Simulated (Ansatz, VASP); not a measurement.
# CuO in VASP and in Ansatz

File INCAR:

```
PREC = Accurate ; ENCUT = 700
EDIFF = 1E-6 ; ISMEAR = -1
SIGMA = 0.05 ; LREAL = False
LASPH = True ; NELM = 120
ALGO = Normal ; ISIF = 2
LWAVE = False ; LCHARG = False
GGA = PS ; NBANDS = 33
GGA_COMPAT = False
```

The input KPOINTS:

```
regular mesh
0
Gamma
  6 6 3
```

Contents of POSCAR:

```
CuO
1.0
    2.3446497600     -1.7133998200      0.0000000000
    2.3446497600      1.7133998200      0.0000000000
   -0.8605499100      0.0000000000      5.0594394800
Cu O
2 2
Direct
    0.0032000000      0.4968000000      0.0000000000
    0.4968000000      0.0032000000      0.5000000000
    0.5714000000      0.4056000000      0.2537000000
    0.4056000000      0.5714000000      0.7537000000
```

The input input.yaml:

```yaml
crystal:
  lattice:
    - [2.34464976, -1.71339982, 0.0]
    - [2.34464976, 1.71339982, 0.0]
    - [-0.86054991, 0.0, 5.05943948]
  atoms:
    - { symbol: Cu, position: [0.0032, 0.4968, 0.0] }
    - { symbol: Cu, position: [0.4968, 0.0032, 0.5] }
    - { symbol: O, position: [0.5714, 0.4056, 0.2537] }
    - { symbol: O, position: [0.4056, 0.5714, 0.7537] }
hamiltonian:
  xc: pbesol
  pseudopotentials: { kind: paw }
kpoints:
  mp_grid: { grid: [6, 6, 3] }
  band_path:
    path:
      - [[0.0, 0.0, 0.0], [-0.5, -0.5, 0.0], [-0.5249461988, -0.5249461988, 0.3256423996], [-0.5, -0.5, 0.5], [-0.6336779992, -0.3663220008, 0.5]]
      - [[-0.3663220008, 0.3663220008, 0.5], [0.0, 0.0, 0.5], [-0.4750538012, -0.4750538012, 0.6743576004]]
      - [[-0.5, -0.5, 0.0], [-0.612631459, -0.387368541, 0.0]]
      - [[-0.387368541, 0.387368541, 0.0], [0.0, 0.0, 0.0], [-0.5, 0.0, 0.0]]
      - [[-0.5, 0.0, 0.5], [0.0, 0.0, 0.0]]
    npoints: 14
scf:
  occupations: { method: fermi_dirac, width: 0.05 }
  n_extra_bands: 10
output:
  forces: true
  stress: true
  eigenvalues: true
  fatbands: false
```

Alike in both runs: functional PBEsol; k mesh 6 × 6 × 3; occupations fermi-dirac, width 0.05 eV; no spin polarisation.

|  | VASP | Ansatz |
| --- | --- | --- |
| version | VASP 6.6.1 | Ansatz 0.2.0 |
| potentials or method | VASP PAW PBE potentials, release 64 (Cu_sv_GW, O) | Ansatz PAW |
| plane-wave cutoff (eV) | 700 | 420 |
| valence electrons in the cell | 50 | 50 |
| task | single point | band structure |

```tsv
	VASP	Ansatz	Ansatz less VASP
gap on the k mesh at the Fermi level (eV)	none	none	-
pressure (GPa)	-5.4	-2.6	+2.80
traceless stress, the component that is largest in VASP (GPa)	2.21	2.25	+0.038
rms of the force components (eV/Å)	0.417	0.412	-0.0047
```

VASP's potentials were made for PBE, not for PBEsol. Atom by atom the forces differ by 0.008 eV/Å (rms over components). A gap of «none» marks a metal or a gap that the smearing closes.

The k mesh is coarse, so the values compare programs but aren't converged.
